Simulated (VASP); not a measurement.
A run of VASP 6.6.1 is set up as follows.

The input POSCAR:

```
CdS
1.0
    4.1439852007      0.0000000000      0.0000000000
   -2.0719926003      3.5887964567      0.0000000000
    0.0000000000      0.0000000000      6.7191125289
Cd S
2 2
Direct
    0.3333333333      0.6666666667      0.0038915077
    0.6666666667      0.3333333333      0.5038915077
    0.3333333333      0.6666666667      0.3811084923
    0.6666666667      0.3333333333      0.8811084923
```

INCAR.step1

```
PREC = Accurate
ENCUT = 520
EDIFF = 1E-5
ISMEAR = 0
SIGMA = 0.05
LREAL = F
LASPH = T
NELM = 100
ALGO = Normal
ISIF = 2
LWAVE = T
LCHARG = F
GGA = PE
NBANDS = 26
```

INCAR.step2

```
PREC = Accurate
ENCUT = 520
EDIFF = 1E-6
ISMEAR = 0
SIGMA = 0.05
LREAL = F
LASPH = T
NELM = 100
ALGO = Normal
ISIF = 2
LWAVE = F
LCHARG = F
GGA = PE
LHFCALC = T
AEXX = 0.25
HFSCREEN = 0.4
PRECFOCK = Normal
ISTART = 1
NBANDS = 26
```

File KPOINTS:

```
Automatic mesh
0
Gamma
  4 4 2
```

Potentials or basis: VASP PAW PBE potentials, release 64 (Cd, S).

Run with:

```console
$ cat potpaw_PBE.64/Cd/POTCAR potpaw_PBE.64/S/POTCAR > POTCAR
$ cp INCAR.step1 INCAR
$ mpirun -np 1 vasp_std > vasp.out
$ cp INCAR.step2 INCAR
$ mpirun -np 1 vasp_std > vasp.out
```

Question: Predict the band gap on the k mesh.

Answer: 1.89 eV, direct.

Question: Predict the largest force.

Answer: 0.005 eV/Å.

Forces in eV/Å, atoms in the order of the input:
```
Cd   0.000  0.000  0.005
Cd   0.000  0.000  0.005
S    0.000  0.000 -0.005
S    0.000  0.000 -0.005
```

Caveat: the k points lie up to 0.47 Å⁻¹ apart; the PAW data sets were made with another functional, which shifts forces and pressure a little.
